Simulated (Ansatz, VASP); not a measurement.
## Be: VASP beside Ansatz

```
Be
1.0
    -2.02590    2.02590    1.02997
     2.02590   -2.02590    1.02997
     2.02590    2.02590   -1.02997
Be
2
Direct
  0.62500 0.87500 0.75000
  0.37500 0.12500 0.25000
```

Change from the starting cell: volume scaled by 0.9, PAW files.

Alike in both runs: task single point; functional PBE; k mesh 20 × 20 × 20; occupations fermi-dirac, width 0.08 eV; no spin polarisation.

|  | VASP | Ansatz |
| --- | --- | --- |
| version | VASP 6.6.1 | Ansatz 0.2.0 |
| potentials or method | VASP PAW PBE potentials, release 64 (Be) | PAW with Ansatz's default frozen-core files, scalar-relativistic |
| plane-wave cutoff (eV) | 520 | 420 |
| valence electrons in the cell | 4 | 4 |

Ansatz gave:

- pressure (GPa): 10.5
- traceless stress, the component that is largest in VASP (GPa): 0.00

Problem. Estimate VASP's values.

Solution. Pressure (GPa): 10.6; traceless stress, the component that is largest in VASP (GPa): 0.08.

The functional is the same, so the differences come from potentials, cutoffs and numerics.
